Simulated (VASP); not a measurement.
The system is NaCl.

```
CELL_PARAMETERS angstrom
3.89227 0.00000 0.00000
-1.94614 3.37081 0.00000
0.00000 0.00000 6.73682
ATOMIC_POSITIONS crystal
Na 0.00000 0.00000 0.00000
Na 0.00000 0.00000 0.50000
Cl 0.33333 0.66667 0.25000
Cl 0.66667 0.33333 0.75000
```

Program: VASP 6.6.1. Alike in all runs: no spin polarisation; cell as given; cutoff (eV) 520; smearing gaussian 0.01 eV.

Order these runs on this cell by their band gap on the k mesh, lowest first.
A. level r2SCAN; potentials or basis VASP PAW PBE potentials, release 64 (Na_pv, Cl); k mesh 12 × 12 × 4
B. level LDA; potentials or basis VASP PAW LDA potentials, release 64 (Na_pv, Cl); k mesh 12 × 12 × 4
C. level PBE; potentials or basis VASP PAW PBE potentials, release 64 (Na_pv, Cl); k mesh 6 × 6 × 4

B (4.66 eV), C (5.07 eV), A (5.89 eV).

A k mesh can miss the band edges.
